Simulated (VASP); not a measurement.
# ZnO (P6_3mc) in VASP: a series of runs, part 2 of 2

VASP 6.6.1. The steps go on from the part before.

**5. Single point, revPBE**

This run uses another cell than the first one, of 11.66 Å³/atom.

Contents of INCAR:

```
ALGO     = Normal         # electronic algorithm
EDIFF    = 1E-6           # SCF threshold, eV
ENCUT    = 1340           # plane-wave cutoff, eV
GGA      = RE             # functional
GGA_COMPAT= False        
ISIF     = 2              # what is computed and relaxed
ISMEAR   = -1             # smearing method
LASPH    = True           # aspherical terms in the spheres
LCHARG   = False          # write CHGCAR
LREAL    = False          # projectors in reciprocal space
LWAVE    = False          # write WAVECAR
NBANDS   = 26             # bands
NELM     = 120            # most SCF steps
PREC     = Accurate       # precision mode
SIGMA    = 0.05           # smearing width, eV
```

Contents of KPOINTS:

```
k-points
0
Gamma
  9 9 5
```

Contents of POSCAR:

```
ZnO
1.0
    3.2274999067      0.0000000000      0.0000000000
   -1.6137499533      2.7950969099      0.0000000000
    0.0000000000      0.0000000000      5.1707703030
Zn O
2 2
Direct
    0.6666666667      0.3333333333      0.0000000000
    0.3333333333      0.6666666667      0.5000000000
    0.3333333333      0.6666666667      0.8790100000
    0.6666666667      0.3333333333      0.3790100000
```

Potentials or basis: VASP PAW PBE potentials, release 64 (Zn, O_h).

Run with:

```console
$ cat potpaw_PBE.64/Zn/POTCAR potpaw_PBE.64/O_h/POTCAR > POTCAR
$ mpirun -np 1 vasp_std > vasp.out
```

OUTCAR:

```text
EDIFF = 1E-6
   ENCUT = 1340
   GGA = RE
   ISIF = 2
   ISMEAR = -1
   LASPH = True
   LREAL = False
   NELM = 120
   PREC = Accurate

 ion  position               nearest neighbor table
   1  0.667  0.333  0.000-   4 1.96   3 1.97   3 1.97   3 1.97
   2  0.333  0.667  0.500-   3 1.96   4 1.97   4 1.97   4 1.97
   3  0.333  0.667  0.879-   2 1.96   1 1.97   1 1.97   1 1.97
   4  0.667  0.333  0.379-   1 1.96   2 1.97   2 1.97   2 1.97

  LATTYP: Found a hexagonal cell.
 ALAT       =     3.2274999067
 C/A-ratio  =     1.6020977390

  Lattice vectors:

 A1 = (   3.2274999067,   0.0000000000,   0.0000000000)
 A2 = (  -1.6137499533,   2.7950969099,   0.0000000000)
 A3 = (   0.0000000000,   0.0000000000,   5.1707703030)

Analysis of symmetry for initial positions (statically):
=====================================================================
 Subroutine PRICEL returns:
 Original cell was already a primitive cell.

 Routine SETGRP: Setting up the symmetry group for a
 hexagonal supercell.

 Subroutine GETGRP returns: Found 12 space group operations
 (whereof  6 operations were pure point group operations)
 out of a pool of 24 trial point group operations.

The static configuration has the point symmetry C_3v.
 The point group associated with its full space group is C_6v.

Analysis of symmetry for dynamics (positions and initial velocities):
=====================================================================
 Subroutine PRICEL returns:
 Original cell was already a primitive cell.

 Routine SETGRP: Setting up the symmetry group for a
 hexagonal supercell.

 Subroutine GETGRP returns: Found 12 space group operations
 (whereof  6 operations were pure point group operations)
 out of a pool of 24 trial point group operations.

The dynamic configuration has the point symmetry C_3v.
 The point group associated with its full space group is C_6v.

 Subroutine INISYM returns: Found 12 space group operations
 (whereof  6 operations are pure point group operations),
 and found     1 'primitive' translations

----------------------------------------------------------------------------------------

                                     Primitive cell

  volume of cell :      46.6464

  direct lattice vectors                    reciprocal lattice vectors
     3.227499907  0.000000000  0.000000000     0.309837344  0.178884674  0.000000000
    -1.613749953  2.795096910  0.000000000     0.000000000  0.357769348  0.000000000
     0.000000000  0.000000000  5.170770303     0.000000000  0.000000000  0.193394783

  length of vectors
     3.227499907  3.227499907  5.170770303     0.357769348  0.357769348  0.193394783

  position of ions in fractional coordinates (direct lattice)
     0.666666667  0.333333333  0.000000000
     0.333333333  0.666666667  0.500000000
     0.333333333  0.666666667  0.879010000
     0.666666667  0.333333333  0.379010000

  ion indices of the primitive-cell ions
   primitive index   ion index
                 1           1
                 2           2
                 3           3
                 4           4

----------------------------------------------------------------------------------------

 KPOINTS: k-points

Automatic generation of k-mesh.
 Grid dimensions read from file:
 generate k-points for:    9    9    5

 Generating k-lattice:

  Cartesian coordinates                     Fractional coordinates (reciprocal lattice)
     0.034426372  0.019876075  0.000000000     0.111111111  0.000000000  0.000000000
     0.000000000  0.039752150  0.000000000     0.000000000  0.111111111  0.000000000
     0.000000000  0.000000000  0.038678957     0.000000000  0.000000000  0.200000000

  Length of vectors
     0.039752150  0.039752150  0.038678957

  Shift w.r.t. Gamma in fractional coordinates (k-lattice)
     0.000000000  0.000000000  0.000000000

 Subroutine IBZKPT returns following result:
 ===========================================

 Found     36 irreducible k-points:

 Following reciprocal coordinates:
            Coordinates               Weight
  0.000000  0.000000  0.000000      1.000000
  0.111111  0.000000  0.000000      6.000000
  0.222222  0.000000  0.000000      6.000000
  0.333333  0.000000  0.000000      6.000000
  0.444444  0.000000  0.000000      6.000000
  0.111111  0.111111  0.000000      6.000000
[... 16 lines left out ...]
  0.333333  0.222222  0.200000     24.000000
  0.333333  0.333333  0.200000      4.000000
 [... further k-points ...]
   k-points           NKPTS =     36   k-points in BZ     NKDIM =     36   number of bands    NBANDS=     26
   number of dos      NEDOS =    301   number of ions     NIONS =      4
   total plane-waves  NPLWV = 102400
   dimension x,y,z NGX =    40 NGY =   40 NGZ =   64
   dimension x,y,z NGXF=    80 NGYF=   80 NGZF=  128
   ions per type =               2   2
   NGX,Y,Z   is equivalent  to a cutoff of  20.60, 20.60, 20.58 a.u.
   NGXF,Y,Z  is equivalent  to a cutoff of  41.21, 41.21, 41.15 a.u.
 SYSTEM =  unknown system
   PREC   = accura    normal or accurate (medium, high low for compatibility)
   ISTART =      0    job   : 0-new  1-cont  2-samecut
   ICHARG =      2    charge: 1-file 2-atom 10-const
   ISPIN  =      1    spin polarized calculation?
   LNONCOLLINEAR =      F non collinear calculations
   LSORBIT =      F    spin-orbit coupling
   LASPH  =      T    aspherical Exc in radial PAW
   ENCUT  = 1340.0 eV  98.49 Ry    9.92 a.u.   9.63  9.63 15.43*2*pi/ulx,y,z
   NELM   =    120;   NELMIN=  2; NELMDL= -5     # of ELM steps
   EDIFF  = 0.1E-05   stopping-criterion for ELM
   LREAL  =      F    real-space projection
[... 7 lines left out ...]
   TEBEG  =    0.0;   TEEND  =   0.0 temperature during run
   PSTRESS=    0.0 pullay stress
   NELECT =      36.0000    total number of electrons
   NUPDOWN=      -1.0000    fix difference up-down
   EMIN   =  10.00;   EMAX   =-10.00  energy-range for DOS
   EFERMI =   0.00;   METHOD = LEGACY
   ISMEAR =    -1;   SIGMA  =   0.05  broadening in eV -4-tet -1-fermi 0-gaus
   EFERMI_NEDOS =   21; number of points for ismear=-14 and -15
   IALGO  =     38    algorithm
   IMIX   =      4    mixing-type and parameters
     AMIX     =   0.40;   BMIX     =  1.00
     AMIX_MAG =   1.60;   BMIX_MAG =  1.00
  volume/ion in A,a.u.               =      11.66        78.70
  Fermi-wavevector in a.u.,A,eV,Ry     =   1.501653  2.837712 30.680611  2.254961
  Thomas-Fermi vector in A             =   2.612996
   LORBIT       =      0    0 simple, 1 ext, 2 COOP (PROOUT), +10 PAW based schemes
   GGA     = RE    functional components
   LHFCALC =     F    Hartree Fock is set to
   AEXX    =    0.0000 exact exchange contribution
   IVDW    =     0    specifies the selected vdW correction
   LEPSILON=     F    determine dielectric tensor
   LRPA    =     F    only Hartree local field effects (RPA)
 non-spin polarized calculation
  energy-cutoff  :     1340.00
  volume of cell :       46.65
 maximum number of plane-waves:      5219
 NGX is ok and might be reduce to    40
   NGX = 19   NGY = 19   NGZ = 31

 number of electron      35.9999998 magnetization

 Free energy of the ion-electron system (eV)
  ---------------------------------------------------
  ext. energy  EPLUGINS =         0.00000000
  ---------------------------------------------------
  free energy    TOTEN  =       -16.42584992 eV

  energy without entropy =      -16.42584829  energy(sigma->0) =      -16.42584911

 E-fermi :   2.3280     XC(G=0): -10.8358

 val. band max:        1.8460734205   @ k =   0.0000   0.0000   0.0000
 cond. band min:       2.7315231932   @ k =   0.0000   0.0000   0.0000
 fundamental gap:      0.8854497726
 Fermi energy:         2.3280416239

 k-point     1 :       0.0000    0.0000    0.0000
  band No.  band energies     occupation
      1     -16.4701      2.00000
      2     -15.7194      2.00000
      3      -3.9303      2.00000
      4      -3.9303      2.00000
      5      -3.9143      2.00000
      6      -3.8876      2.00000
[... 18 lines left out ...]
     25      16.1829      0.00000
     26      16.1829      0.00000
[... 644 lines left out ...]
      4      -3.7369      2.00000
      5      -3.7369      2.00000
      6      -3.3704      2.00000
[... 18 lines left out ...]
     25      15.5893      0.00000
     26      16.6978      0.00000

 [... further k-points ...]

------------------------ aborting loop because EDIFF is reached ----------------------------------------

  FORCE on cell =-STRESS in cart. coord.  units (eV):
  Direction    XX          YY          ZZ          XY          YZ          ZX
  --------------------------------------------------------------------------------------
  -------------------------------------------------------------------------------------
  Total        3.4842329      3.4842329      4.0139463      0.0000000      0.0000000      0.0000000
  in kB      119.6738894    119.6738894    137.8680970      0.0000000      0.0000000      0.0000000
  external PRESSURE =     125.7386252 kB  Pullay stress =       0.0000000 kB

 VOLUME and BASIS-vectors are now :
 -----------------------------------------------------------------------------
  energy-cutoff  :     1340.00
  volume of cell :       46.65
      direct lattice vectors                 reciprocal lattice vectors
     3.227499907  0.000000000  0.000000000     0.309837344  0.178884674  0.000000000
    -1.613749953  2.795096910  0.000000000     0.000000000  0.357769348  0.000000000
     0.000000000  0.000000000  5.170770303     0.000000000  0.000000000  0.193394783

 POSITION                                       TOTAL-FORCE (eV/Angst)
 -----------------------------------------------------------------------------------
      1.61375      0.93170      0.00000        -0.000000     -0.000000     -0.085728
     -0.00000      1.86340      2.58539         0.000000     -0.000000     -0.085728
     -0.00000      1.86340      4.54516         0.000000     -0.000000      0.085728
      1.61375      0.93170      1.95977        -0.000000      0.000000      0.085728
 -----------------------------------------------------------------------------------
    total drift:                                0.000000     -0.000000     -0.000251

  FREE ENERGIE OF THE ION-ELECTRON SYSTEM (eV)
  ---------------------------------------------------
  free  energy   TOTEN  =       -16.4258499171 eV

  energy  without entropy=      -16.4258482947  energy(sigma->0) =      -16.42584911
```

Wall time 2.4 min (1 thread of Intel Xeon Platinum 8259CL at 2.50GHz (Skylake/Cascade Lake), shared host); peak memory 0.4 GiB.

What came out:

* Free energy: -16.4258 eV
* Pressure: 12.6 GPa
* Largest force: 0.086 eV/Å
* Band gap on the k mesh: 0.89 eV

Forces in eV/Å, atoms in the order of the input:
```
Zn   0.000  0.000 -0.086
Zn   0.000  0.000 -0.086
O    0.000  0.000  0.086
O    0.000  0.000  0.086
```

Caveat: the cell stands under pressure; the PAW data sets were made with another functional, which shifts forces and pressure a little.

**6. Overview**

| level | cell | cutoff (eV) | smearing | gap on the mesh (eV) | pressure (GPa) | largest force (eV/Å) |
| --- | --- | --- | --- | --- | --- | --- |
| r2SCAN+rVV10 | a = 3.249, b = 3.249, c = 5.206 Å, angles 90.0, 90.0, 120.0°, 4 atoms | 1480 | gaussian 0.1 eV | 1.18 | -1.5 | 0.07 |
| PBE+D3(BJ) | a = 3.249, b = 3.249, c = 5.206 Å, angles 90.0, 90.0, 120.0°, 4 atoms | 1340 | fermi-dirac 0.05 eV | 0.79 | 2.7 | 0.07 |
| BLYP+D3(BJ) | a = 3.249, b = 3.249, c = 5.206 Å, angles 90.0, 90.0, 120.0°, 4 atoms | 1340 | fermi-dirac 0.05 eV | 0.97 | 3.7 | 0.07 |
| revPBE | a = 3.227, b = 3.227, c = 5.171 Å, angles 90.0, 90.0, 120.0°, 4 atoms | 1340 | fermi-dirac 0.05 eV | 0.89 | 12.6 | 0.09 |

Alike in all rows: task single point; potentials or basis VASP PAW PBE potentials, release 64 (Zn, O_h); no spin polarisation; k mesh 9 × 9 × 5.

On the cell as given the gap runs from 0.79 eV (PBE+D3(BJ)) to 1.18 eV (r2SCAN+rVV10). The pressure there spans -1.5 GPa (r2SCAN+rVV10) to 3.7 GPa (BLYP+D3(BJ)); a positive pressure means that this level wants a larger cell, a negative one a smaller.

Caveats: the PAW data sets were made with another functional, which shifts forces and pressure a little (at least some runs); the cell stands under pressure (at least some runs); semilocal functionals underestimate gaps, and a narrow one can read as zero (at least some runs).

Total energies depend on the potentials used, so only differences within one code and one set of settings carry meaning.
